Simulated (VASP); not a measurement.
Write the native input for VASP 6.6.1 that does the following.

| Quantity | Value |
| --- | --- |
| Task | single point |
| Functional | PBEsol |
| Potentials or basis | VASP PAW PBE potentials, release 64 (Ge_d) |
| Cutoff | 520 eV |
| k mesh | 11 × 11 × 6 |
| Occupations | fermi-dirac, width 0.05 eV |
| Spin | no spin polarisation |
| Dipole correction | no |
| Further INCAR settings | ALGO = Normal; EDIFF = 1e-06; NBANDS = 36 |

The structure of Ge lies in POSCAR:

```
Ge
1.0
    3.9576099847      0.0000000000      0.0000000000
   -1.9788049924      3.4273907850      0.0000000000
    0.0000000000      0.0000000000      6.5993779500
Ge
4
Direct
    0.6666666667      0.3333333333      0.0629012500
    0.3333333333      0.6666666667      0.5629012500
    0.6666666667      0.3333333333      0.4370987500
    0.3333333333      0.6666666667      0.9370987500
```

This isn't the form of Ge at room conditions, which is diamond.

This cell differs from its parent crystal: equal xx and yy strain of -1 %.

These files were run (other wordings do the same):

INCAR

```
SYSTEM = Ge
PREC = Accurate ; ENCUT = 520
EDIFF = 1E-6 ; ISMEAR = -1
SIGMA = 0.05 ; LREAL = .False.
LASPH = .True. ; NELM = 100
ALGO = Normal ; ISIF = 2
LWAVE = .False. ; LCHARG = .False.
GGA = PS ; NBANDS = 36
```

KPOINTS

```
Automatic mesh
0
Gamma
  11 11 6
  0 0 0
```

Potentials or basis: VASP PAW PBE potentials, release 64 (Ge_d).

Command:

```bash
$ cat potpaw_PBE.64/Ge_d/POTCAR > POTCAR
$ mpirun -np 1 vasp_std > vasp.out
```

Results of the run:

| Quantity | Value |
| --- | --- |
| Pressure | 1.2 GPa |
| Largest force | 0.104 eV/Å |
| Band gap on the k mesh | zero (bands 28 and 29 overlap by 0.01 eV) |

Caveat: the cell differs from its parent crystal (equal xx and yy strain of -1 %); semilocal functionals underestimate gaps, and a narrow one can read as zero; the PAW data sets were made with another functional, which shifts forces and pressure a little.

It took 110 s on 1 thread of Intel(R) Xeon(R) Platinum 8488C (Sapphire Rapids), with other jobs on the host, peak memory 0.28 GiB.
